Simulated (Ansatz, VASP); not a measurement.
**ZnS: VASP beside Ansatz**

```
Zn S
1.0
     0.00000    2.72179    2.72179
     2.72179    0.00000    2.72179
     2.72179    2.72179    0.00000
Zn S
1 1
Direct
  0.00000 0.00000 0.00000
  0.75000 0.75000 0.75000
```

Alike in both runs: task single point; functional HSE06; k mesh 6 × 6 × 6; no spin polarisation.

|  | VASP | Ansatz |
| --- | --- | --- |
| version | VASP 6.6.1 | Ansatz 0.2.0 |
| potentials or method | VASP PAW PBE potentials, release 64 (Zn, S), cutoff 520 eV | scalar-relativistic, plane waves, PAW |
| occupations | gaussian, width 0.01 eV | fixed |
| valence electrons in the cell | 18 | 18 |

Ansatz gave:

- gap on the k mesh at the Fermi level (eV): 3.23
- least direct gap on the mesh (eV): 3.23
- pressure (GPa): -0.7

Task: What did VASP give for the same quantities?

Result: gap on the k mesh at the Fermi level (eV): 3.22; least direct gap on the mesh (eV): 3.22; pressure (GPa): -0.8.

Ansatz's warnings: stress exchange threshold loose, stress scf threshold loose.
